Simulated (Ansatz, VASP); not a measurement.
**Ba: VASP beside Ansatz**

```xyz
1
Lattice="-2.6000 2.5000 2.5000 2.6000 -2.5000 2.5000 2.6000 2.5000 -2.5000" Properties=species:S:1:pos:R:3 pbc="T T T"
Ba    0.0000    0.0000    0.0000
```

Change from the starting cell: strain +0.0400 x Voigt [1, 0, 0, 0, 0, 0], atoms carried along.

Alike in both runs: task single point; functional PBEsol; k mesh 14 × 14 × 14; occupations gaussian, width 0.15 eV; no spin polarisation.

```csv
,VASP,Ansatz
version,VASP 6.6.1,Ansatz 0.2.0
potentials or method,"VASP PAW PBE potentials, release 64 (Ba_sv), cutoff 520 eV","scalar-relativistic, plane waves, PAW"
valence electrons in the cell,10,10
```

```tsv
	VASP	Ansatz	Ansatz less VASP
gap on the k mesh at the Fermi level (eV)	none	none	-
pressure (GPa)	-0.8	-0.9	-0.05
traceless stress, the component that is largest in VASP (GPa)	-0.09	-0.09	+0.001
```

VASP's potentials were made for PBE, not for PBEsol. A gap of «none» marks a metal or a gap that the smearing closes. With one functional, cell and mesh, what is left measures potentials, basis and numerics.

Neither program's run includes spin-orbit coupling.
